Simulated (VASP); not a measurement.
# C in VASP: further runs, part 2 of 2

VASP 6.6.1. The steps go on from the part before.

**3. Single point, PBE**

This run uses another cell than the first one: it holds 12 atoms, not 2.

INCAR

```
ALGO = Normal
EDIFF = 1E-6
ENCUT = 520
GGA = PE
ISIF = 2
ISMEAR = 0
LASPH = True
LCHARG = True
LELF = True
LREAL = False
LVHAR = True
LWAVE = False
NBANDS = 36
NELM = 60
PREC = Accurate
SIGMA = 0.1
```

KPOINTS

```
k-points
0
Gamma
  9 9 1
```

POSCAR

```
C
1.0
    2.4562499605      0.0000000000      0.0000000000
   -1.2281249803      2.1271748638      0.0000000000
    0.0000000000      0.0000000000     29.4918787000
C
12
Direct
    0.6666666700      0.3333333300      0.9983718000
    0.6666666700      0.3333333300      0.4983719100
    0.6666666700      0.3333333300      0.7327879500
    0.6666666700      0.3333333300      0.2327903300
    0.0000000000      0.0000000000      0.6158379900
    0.3333333300      0.6666666700      0.2327879500
    0.0000000000      0.0000000000      0.1158379900
    0.6666666700      0.3333333300      0.6158400100
    0.3333333300      0.6666666700      0.7327903300
    0.3333333300      0.6666666700      0.1158400100
    0.3333333300      0.6666666700      0.4983718000
    0.3333333300      0.6666666700      0.9983719100
```

Potentials or basis: VASP PAW PBE potentials, release 64 (C).

Launch:

```console
cat potpaw_PBE.64/C/POTCAR > POTCAR
mpirun -np 1 vasp_std > vasp.out
```

OUTCAR:

```text
EDIFF = 1E-6
   ENCUT = 520
   GGA = PE
   ISIF = 2
   ISMEAR = 0
   LASPH = True
   LREAL = False
   NELM = 60
   PREC = Accurate

 ion  position               nearest neighbor table
   1  0.667  0.333  0.998-  12 1.42  12 1.42  12 1.42
   2  0.667  0.333  0.498-  11 1.42  11 1.42  11 1.42
   3  0.667  0.333  0.733-   9 1.42   9 1.42   9 1.42
   4  0.667  0.333  0.233-   6 1.42   6 1.42   6 1.42
   5  0.000  0.000  0.616-   8 1.42   8 1.42   8 1.42
[... 684 lines left out ...]
  external PRESSURE =      30.3555263 kB  Pullay stress =       0.0000000 kB

 VOLUME and BASIS-vectors are now :
 -----------------------------------------------------------------------------
  energy-cutoff  :      520.00
  volume of cell :      154.09
      direct lattice vectors                 reciprocal lattice vectors
     2.456249961  0.000000000  0.000000000     0.407124688  0.235053549  0.000000000
    -1.228124980  2.127174864  0.000000000     0.000000000  0.470107097  0.000000000
     0.000000000  0.000000000 29.491878700     0.000000000  0.000000000  0.033907640

 POSITION                                       TOTAL-FORCE (eV/Angst)
 -----------------------------------------------------------------------------------
      1.22812      0.70906     29.44386        -0.000000      0.000000     -0.046302
      1.22812      0.70906     14.69792         0.000000      0.000000     -0.023845
      1.22812      0.70906     21.61129         0.000000      0.000000      0.026329
      1.22812      0.70906      6.86542         0.000000      0.000000      0.047843
      0.00000      0.00000     18.16222         0.000000      0.000000     -0.001665
     -0.00000      1.41812      6.86535        -0.000000     -0.000000      0.026329
      0.00000      0.00000      3.41628        -0.000000      0.000000     -0.001665
      1.22812      0.70906     18.16228         0.000000      0.000000     -0.002359
     -0.00000      1.41812     21.61136         0.000000      0.000000      0.047843
     -0.00000      1.41812      3.41634        -0.000000     -0.000000     -0.002359
     -0.00000      1.41812     14.69792         0.000000     -0.000000     -0.046302
     -0.00000      1.41812     29.44386        -0.000000     -0.000000     -0.023845
 -----------------------------------------------------------------------------------
    total drift:                               -0.000000     -0.000000      0.000469

  FREE ENERGIE OF THE ION-ELECTRON SYSTEM (eV)
  ---------------------------------------------------
  free  energy   TOTEN  =      -110.5529977690 eV

  energy  without entropy=     -110.5418751153  energy(sigma->0) =     -110.54743644
```

stdout:

```text
POSCAR found type information on POSCAR C
 POSCAR found :  1 types and      12 ions
 scaLAPACK will be used
 LDA part: xc-table for (Slater+PW92), standard interpolation
 POSCAR, INCAR and KPOINTS ok, starting setup
 FFT: planning ... GRIDC
 FFT: planning ... GRID_SOFT
 FFT: planning ... GRID
 WAVECAR not read
 entering main loop
```

Run time: 79 s. Hardware: 1 thread of Intel Xeon Platinum 8375C at 2.90GHz (Ice Lake), shared host; peak memory 0.25 GiB.

What came out:

```
Free energy   : -110.5530 eV
Pressure      : 3.0 GPa
Largest force : 0.048 eV/Å
```

Forces in eV/Å, atoms in the order of the input:
```
C    0.000  0.000 -0.046
C    0.000  0.000 -0.024
C    0.000  0.000  0.026
C    0.000  0.000  0.048
C    0.000  0.000 -0.002
C    0.000  0.000  0.026
C    0.000  0.000 -0.002
C    0.000  0.000 -0.002
C    0.000  0.000  0.048
C    0.000  0.000 -0.002
C    0.000  0.000 -0.046
C    0.000  0.000 -0.024
```

Caveat: the cell stands under pressure; this functional lacks dispersion, which binds the layers, so the pressure and a relaxed spacing across them are unreliable.

**4. Single point, PBE**

This run uses another cell than the first one: it holds 12 atoms, not 2.

INCAR

```
SYSTEM = C
PREC = Accurate
ENCUT = 520
EDIFF = 1E-7
ISMEAR = 0
SIGMA = 0.1
LREAL = .False.
LASPH = .True.
NELM = 60
ALGO = Normal
ISIF = 2
LWAVE = .False.
LCHARG = .False.
GGA = PE
NBANDS = 36
```

KPOINTS

```
Automatic mesh
0
Gamma
  18 18 2
  0 0 0
```

POSCAR

```
C
1.0
    2.4665759729      0.0000000000      0.0000000000
   -1.2332879865      2.1361174529      0.0000000000
    0.0000000000      0.0000000000     28.9943669779
C
12
Direct
    0.6666666667      0.3333333333      0.9633100158
    0.6666666667      0.3333333333      0.4633106882
    0.6666666667      0.3333333333      0.7679518023
    0.6666666667      0.3333333333      0.2679518419
    0.0000000000      0.0000000000      0.6157381373
    0.3333333333      0.6666666667      0.2679518023
    0.0000000000      0.0000000000      0.1157381373
    0.6666666667      0.3333333333      0.6157375045
    0.3333333333      0.6666666667      0.7679518419
    0.3333333333      0.6666666667      0.1157375045
    0.3333333333      0.6666666667      0.4633100158
    0.3333333333      0.6666666667      0.9633106882
```

Launch:

```console
cat potpaw_PBE.64/C/POTCAR > POTCAR
mpirun -np 1 vasp_std > vasp.out
```

It took 6.1 min on 1 thread of Intel Xeon Platinum 8375C at 2.90GHz (Ice Lake), shared host; peak memory 0.41 GiB.

The run converged. Its results:

```
Free energy            : -110.7103 eV
Pressure               : 0.3 GPa
Band gap on the k mesh : zero (filled and empty bands touch)
```

Stress tensor (GPa, compression positive):
```
 0.47  0.00  0.00
 0.00  0.47  0.00
 0.00  0.00 -0.09
```

Levels at points of the mesh, in eV from the Fermi level:
| k point | band 21 | band 22 | band 23 | band 24 | band 25 | band 26 | band 27 | band 28 |
| --- | --- | --- | --- | --- | --- | --- | --- | --- |
| (0.00, 0.00, 0.00) | -3.04 | -3.04 | -3.04 | -3.04 | 2.83 | 3.10 | 3.42 | 4.17 |
| (0.50, 0.00, 0.00) | -2.36 | -2.35 | -2.32 | -2.32 | 1.61 | 1.63 | 1.66 | 1.69 |
| (0.00, 0.00, 0.50) | -3.04 | -3.04 | -3.04 | -3.04 | 2.93 | 2.93 | 3.75 | 3.75 |
| (0.50, 0.00, 0.50) | -2.36 | -2.36 | -2.32 | -2.32 | 1.62 | 1.62 | 1.68 | 1.68 |

Caveat: this functional lacks dispersion, which binds the layers, so the pressure and a relaxed spacing across them are unreliable.

**5. The runs side by side**

| task | cell | k mesh | cutoff (eV) | gap on the mesh (eV) | pressure (GPa) |
| --- | --- | --- | --- | --- | --- |
| relaxation of cell and atoms | relaxed from a = 1.715, b = 1.715, c = 8.244 Å, angles 90.0, 90.0, 120.0°, 2 atoms, atomic positions A | 36 × 36 × 8 | 600 | none | -0.1 |
| single point | a = 2.456, b = 2.456, c = 29.492 Å, angles 90.0, 90.0, 120.0°, 12 atoms, atomic positions B | 9 × 9 × 1 | 520 | - | 3.0 |
| single point | a = 2.467, b = 2.467, c = 28.994 Å, angles 90.0, 90.0, 120.0°, 12 atoms, atomic positions C | 18 × 18 × 2 | 520 | none | 0.3 |

Alike in all rows: level PBE; potentials or basis VASP PAW PBE potentials, release 64 (C); no spin polarisation; smearing gaussian 0.1 eV.

Caveats: this functional lacks dispersion, which binds the layers, so the pressure and a relaxed spacing across them are unreliable; the cell stands under pressure (at least some runs).

Total energies depend on the potentials used, so only differences within one code and one set of settings carry meaning.
